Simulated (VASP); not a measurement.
# Tm (Im-3m) in VASP: single point with PBEsol

Aim: the single point of Tm with PBEsol.

All numbers are computed with VASP 6.6.1; they aren't measurements. Logs are shortened: lines on timing, memory, paths and dates and some standing lists are left out, and cuts for length are marked.

## 1. The cell of the first run

The structure is cubic, space group Im-3m (No. 229). The conventional cell has a = 3.994 Å, b = 3.994 Å, c = 3.994 Å, α = 90.00°, β = 90.00°, γ = 90.00°. Within 4.5 Å of Tm (site symmetry m-3m) lie 14 Tm at 3.46 to 3.99 Å.

## 2. Single point, PBEsol

INCAR

```
ALGO = Normal ; EDIFF = 1E-6
ENCUT = 520 ; GGA = PS
ISIF = 2 ; ISMEAR = -1
LASPH = True ; LCHARG = True
LELF = True ; LREAL = False
LVHAR = True ; LWAVE = False
NBANDS = 18 ; NELM = 80
PREC = Accurate ; SIGMA = 0.13605693000000002
```

KPOINTS

```
k-points
0
Gamma
  12 12 12
```

POSCAR

```
Tm
1.0
   -1.9971208573      1.9971208573      1.9971208573
    1.9971208573     -1.9971208573      1.9971208573
    1.9971208573      1.9971208573     -1.9971208573
Tm
1
Direct
    0.0000000000      0.0000000000      0.0000000000
```

Potentials or basis: VASP PAW PBE potentials, release 64 (Tm).

Launch:

```
$ cat potpaw_PBE.64/Tm/POTCAR > POTCAR
$ mpirun -np 1 vasp_std > vasp.out
```

OUTCAR:

```text
EDIFF = 1E-6
   ENCUT = 520
   GGA = PS
   ISIF = 2
   ISMEAR = -1
   LASPH = True
   LREAL = False
   NELM = 80
   PREC = Accurate

 ion  position               nearest neighbor table
   1  0.000  0.000  0.000-

  LATTYP: Found a body centered cubic cell.
 ALAT       =     3.9942417146

  Lattice vectors:

 A1 = (  -1.9971208573,   1.9971208573,   1.9971208573)
 A2 = (   1.9971208573,  -1.9971208573,   1.9971208573)
 A3 = (   1.9971208573,   1.9971208573,  -1.9971208573)

Analysis of symmetry for initial positions (statically):
=====================================================================
 Subroutine PRICEL returns:
 Original cell was already a primitive cell.

 Routine SETGRP: Setting up the symmetry group for a
 body centered cubic supercell.

 Subroutine GETGRP returns: Found 48 space group operations
 (whereof 48 operations were pure point group operations)
 out of a pool of 48 trial point group operations.

The static configuration has the point symmetry O_h .

Analysis of symmetry for dynamics (positions and initial velocities):
=====================================================================
 Subroutine PRICEL returns:
 Original cell was already a primitive cell.

 Routine SETGRP: Setting up the symmetry group for a
 body centered cubic supercell.

 Subroutine GETGRP returns: Found 48 space group operations
 (whereof 48 operations were pure point group operations)
 out of a pool of 48 trial point group operations.

The dynamic configuration has the point symmetry O_h .

 Subroutine INISYM returns: Found 48 space group operations
 (whereof 48 operations are pure point group operations),
 and found     1 'primitive' translations

----------------------------------------------------------------------------------------

                                     Primitive cell

  volume of cell :      31.8620

  direct lattice vectors                    reciprocal lattice vectors
    -1.997120857  1.997120857  1.997120857     0.000000000  0.250360412  0.250360412
     1.997120857 -1.997120857  1.997120857     0.250360412  0.000000000  0.250360412
     1.997120857  1.997120857 -1.997120857     0.250360412  0.250360412  0.000000000

  length of vectors
     3.459114794  3.459114794  3.459114794     0.354063090  0.354063090  0.354063090

  position of ions in fractional coordinates (direct lattice)
     0.000000000  0.000000000  0.000000000

  ion indices of the primitive-cell ions
   primitive index   ion index
                 1           1

----------------------------------------------------------------------------------------

 KPOINTS: k-points

Automatic generation of k-mesh.
 Grid dimensions read from file:
 generate k-points for:   12   12   12

 Generating k-lattice:

  Cartesian coordinates                     Fractional coordinates (reciprocal lattice)
     0.000000000  0.020863368  0.020863368     0.083333333  0.000000000  0.000000000
     0.020863368  0.000000000  0.020863368     0.000000000  0.083333333  0.000000000
     0.020863368  0.020863368  0.000000000     0.000000000  0.000000000  0.083333333

  Length of vectors
     0.029505257  0.029505257  0.029505257

  Shift w.r.t. Gamma in fractional coordinates (k-lattice)
     0.000000000  0.000000000  0.000000000

 Subroutine IBZKPT returns following result:
 ===========================================

 Found     72 irreducible k-points:

 Following reciprocal coordinates:
            Coordinates               Weight
  0.000000  0.000000  0.000000      1.000000
  0.083333  0.000000  0.000000     12.000000
  0.166667  0.000000  0.000000     12.000000
  0.250000  0.000000  0.000000     12.000000
  0.333333  0.000000  0.000000     12.000000
  0.416667  0.000000  0.000000     12.000000
[... 16 lines left out ...]
  0.333333  0.083333  0.083333     24.000000
  0.416667  0.083333  0.083333     12.000000
 [... further k-points ...]
   k-points           NKPTS =     72   k-points in BZ     NKDIM =     72   number of bands    NBANDS=     18
   number of dos      NEDOS =    301   number of ions     NIONS =      1
   total plane-waves  NPLWV =  21952
   dimension x,y,z NGX =    28 NGY =   28 NGZ =   28
   dimension x,y,z NGXF=    56 NGYF=   56 NGZF=   56
   ions per type =               1
   NGX,Y,Z   is equivalent  to a cutoff of  13.46, 13.46, 13.46 a.u.
   NGXF,Y,Z  is equivalent  to a cutoff of  26.91, 26.91, 26.91 a.u.
 SYSTEM =  unknown system
   PREC   = accura    normal or accurate (medium, high low for compatibility)
   ISTART =      0    job   : 0-new  1-cont  2-samecut
   ICHARG =      2    charge: 1-file 2-atom 10-const
   ISPIN  =      1    spin polarized calculation?
   LNONCOLLINEAR =      F non collinear calculations
   LSORBIT =      F    spin-orbit coupling
   LASPH  =      T    aspherical Exc in radial PAW
   ENCUT  =  520.0 eV  38.22 Ry    6.18 a.u.   6.43  6.43  6.43*2*pi/ulx,y,z
   NELM   =     80;   NELMIN=  2; NELMDL= -5     # of ELM steps
   EDIFF  = 0.1E-05   stopping-criterion for ELM
   LREAL  =      F    real-space projection
   EDIFFG = 0.1E-04   stopping-criterion for IOM
   NSW    =      0    number of steps for IOM
   IBRION =     -1    ionic relax: 0-MD 1-quasi-New 2-CG
   NFREE  =      0    steps in history (QN), initial steepest desc. (CG)
   ISIF   =      2    stress and relaxation
   ISYM   =      2    0-nonsym 1-usesym 2-fastsym
   POTIM  = 0.5000    time-step for ionic-motion
   TEBEG  =    0.0;   TEEND  =   0.0 temperature during run
   PSTRESS=    0.0 pullay stress
   NELECT =      23.0000    total number of electrons
   NUPDOWN=      -1.0000    fix difference up-down
   EMIN   =  10.00;   EMAX   =-10.00  energy-range for DOS
   EFERMI =   0.00;   METHOD = LEGACY
   ISMEAR =    -1;   SIGMA  =   0.14  broadening in eV -4-tet -1-fermi 0-gaus
   EFERMI_NEDOS =   21; number of points for ismear=-14 and -15
   IALGO  =     38    algorithm
   IMIX   =      4    mixing-type and parameters
     AMIX     =   0.40;   BMIX     =  1.00
     AMIX_MAG =   1.60;   BMIX_MAG =  1.00
  volume/ion in A,a.u.               =      31.86       215.02
  Fermi-wavevector in a.u.,A,eV,Ry     =   1.468565  2.775185 29.343446  2.156682
  Thomas-Fermi vector in A             =   2.584047
   LORBIT       =      0    0 simple, 1 ext, 2 COOP (PROOUT), +10 PAW based schemes
   GGA     = PS    functional components
   LHFCALC =     F    Hartree Fock is set to
   AEXX    =    0.0000 exact exchange contribution
   IVDW    =     0    specifies the selected vdW correction
   LEPSILON=     F    determine dielectric tensor
   LRPA    =     F    only Hartree local field effects (RPA)
 non-spin polarized calculation
  energy-cutoff  :      520.00
  volume of cell :       31.86
 maximum number of plane-waves:       887
 NGX is ok and might be reduce to    28
   NGX = 13   NGY = 13   NGZ = 13

 number of electron      23.0000009 magnetization

 Free energy of the ion-electron system (eV)
  ---------------------------------------------------
  ext. energy  EPLUGINS =         0.00000000
  ---------------------------------------------------
  free energy    TOTEN  =        -4.47870918 eV

  energy without entropy =       -3.95513670  energy(sigma->0) =       -4.21692294

 E-fermi :   1.9209     XC(G=0): -10.1314

 val. band max:        1.8776111350   @ k =  -0.4167  -0.4167   0.2500
 cond. band min:       1.9592265556   @ k =  -0.3333  -0.4167   0.0833
 fundamental gap:      0.0816154206
 Fermi energy:         1.9209396749

 k-point     1 :       0.0000    0.0000    0.0000
  band No.  band energies     occupation
      1     -48.0208      2.00000
      2     -21.1051      2.00000
      3     -21.1051      2.00000
      4     -21.1051      2.00000
      5      -3.3067      2.00000
      6       1.4659      1.93185
[... 10 lines left out ...]
     17       7.0331      0.00000
     18      13.3891      0.00000

 k-point     2 :       0.0833    0.0000    0.0000
  band No.  band energies     occupation
      1     -48.0182      2.00000
      2     -21.1455      2.00000
      3     -21.1176      2.00000
      4     -21.1053      2.00000
      5      -3.1094      2.00000
      6       1.4658      1.93188
[... 10 lines left out ...]
     17       7.0327      0.00000
     18      13.6015      0.00000

 k-point     3 :       0.1667    0.0000    0.0000
  band No.  band energies     occupation
      1     -48.0111      2.00000
      2     -21.2538      2.00000
      3     -21.1516      2.00000
      4     -21.1058      2.00000
      5      -2.5475      2.00000
      6       1.4667      1.93146
[... 10 lines left out ...]
     17       7.0622      0.00000
     18      13.9526      0.00000

 k-point     4 :       0.2500    0.0000    0.0000
  band No.  band energies     occupation
      1     -48.0015      2.00000
      2     -21.3975      2.00000
      3     -21.1975      2.00000
      4     -21.1065      2.00000
      5      -1.7157      2.00000
      6       1.4719      1.92891
[... 10 lines left out ...]
     17       7.1803      0.00000
     18      13.5007      0.00000

 k-point     5 :       0.3333    0.0000    0.0000
  band No.  band energies     occupation
      1     -47.9919      2.00000
      2     -21.5364      2.00000
      3     -21.2430      2.00000
      4     -21.1073      2.00000
      5      -0.7978      2.00000
      6       1.4767      1.92643
[... 10 lines left out ...]
     17       7.8961      0.00000
     18      12.4290      0.00000

 k-point     6 :       0.4167    0.0000    0.0000
  band No.  band energies     occupation
      1     -47.9848      2.00000
      2     -21.6354      2.00000
      3     -21.2759      2.00000
      4     -21.1079      2.00000
      5      -0.0934      2.00000
      6       1.4724      1.92862
[... 10 lines left out ...]
     17       9.2483      0.00000
     18      11.3784      0.00000

 k-point     7 :       0.5000    0.0000    0.0000
  band No.  band energies     occupation
      1     -47.9822      2.00000
      2     -21.6710      2.00000
      3     -21.2879      2.00000
      4     -21.1081      2.00000
      5       0.1509      2.00000
      6       1.4703      1.92969
[... 10 lines left out ...]
     17      10.0386      0.00000
     18      10.9689      0.00000

 k-point     8 :       0.0833    0.0833    0.0000
  band No.  band energies     occupation
      1     -48.0134      2.00000
      2     -21.2201      2.00000
      3     -21.1312      2.00000
      4     -21.1150      2.00000
      5      -2.7290      2.00000
      6       1.4644      1.93257
[... 10 lines left out ...]
     17       7.1296      0.00000
     18      13.8903      0.00000
[... 229 lines left out ...]
     17       8.4305      0.00000
     18      11.8454      0.00000

 k-point    20 :       0.0833    0.0833    0.0833
  band No.  band energies     occupation
      1     -48.0072      2.00000
      2     -21.3244      2.00000
      3     -21.1339      2.00000
      4     -21.1339      2.00000
      5      -2.1929      2.00000
      6       1.4767      1.92644
[... 10 lines left out ...]
     17       6.8848      0.00000
     18      14.1311      0.00000

 k-point    21 :       0.1667    0.0833    0.0833
  band No.  band energies     occupation
      1     -47.9987      2.00000
      2     -21.4391      2.00000
      3     -21.1847      2.00000
      4     -21.1376      2.00000
      5      -1.3819      2.00000
      6       1.4805      1.92442
[... 10 lines left out ...]
     17       7.2648      0.00000
     18      13.9728      0.00000

 k-point    22 :       0.2500    0.0833    0.0833
  band No.  band energies     occupation
      1     -47.9901      2.00000
      2     -21.5402      2.00000
      3     -21.2460      2.00000
      4     -21.1413      2.00000
      5      -0.4546      2.00000
      6       1.4864      1.92122
[... 10 lines left out ...]
     17       8.4076      0.00000
     18      12.1022      0.00000

 k-point    23 :       0.3333    0.0833    0.0833
  band No.  band energies     occupation
      1     -47.9839      2.00000
      2     -21.6087      2.00000
      3     -21.2945      2.00000
      4     -21.1440      2.00000
      5       0.2876      1.99999
      6       1.4828      1.92317
[... 10 lines left out ...]
     17       9.4848      0.00000
     18      10.8057      0.00000

 k-point    24 :       0.4167    0.0833    0.0833
  band No.  band energies     occupation
      1     -47.9816      2.00000
      2     -21.6327      2.00000
      3     -21.3129      2.00000
      4     -21.1450      2.00000
      5       0.5485      1.99992
      6       1.4809      1.92421
[... 10 lines left out ...]
     17      10.0004      0.00000
     18      10.3975      0.00000

 [... further k-points ...]
[... 5 lines left out ...]
  --------------------------------------------------------------------------------------
  -------------------------------------------------------------------------------------
  Total       -0.0284544     -0.0284544     -0.0284544      0.0000000      0.0000000     -0.0000000
  in kB       -1.4308276     -1.4308276     -1.4308276      0.0000000      0.0000000     -0.0000000
  external PRESSURE =      -1.4308276 kB  Pullay stress =       0.0000000 kB

 VOLUME and BASIS-vectors are now :
 -----------------------------------------------------------------------------
  energy-cutoff  :      520.00
  volume of cell :       31.86
      direct lattice vectors                 reciprocal lattice vectors
    -1.997120857  1.997120857  1.997120857     0.000000000  0.250360412  0.250360412
     1.997120857 -1.997120857  1.997120857     0.250360412  0.000000000  0.250360412
     1.997120857  1.997120857 -1.997120857     0.250360412  0.250360412  0.000000000

 POSITION                                       TOTAL-FORCE (eV/Angst)
 -----------------------------------------------------------------------------------
      0.00000      0.00000      0.00000         0.000000      0.000000      0.000000
 -----------------------------------------------------------------------------------
    total drift:                                0.000000      0.000000      0.000000

  FREE ENERGIE OF THE ION-ELECTRON SYSTEM (eV)
  ---------------------------------------------------
  free  energy   TOTEN  =        -4.4787091825 eV

  energy  without entropy=       -3.9551367044  energy(sigma->0) =       -4.21692294
```

Wall time 3 min (1 thread of AMD EPYC 7R13 (Zen 3), shared host); peak memory 0.16 GiB.

Results:

* Free energy: -4.4787 eV
* Pressure: -0.1 GPa

Caveat: the PAW data sets were made with another functional, which shifts forces and pressure a little; spin-orbit coupling is left out, which moves the levels of the heavy elements. Spin polarisation is off, so any magnetic state and its effect on volume and gap are missing.
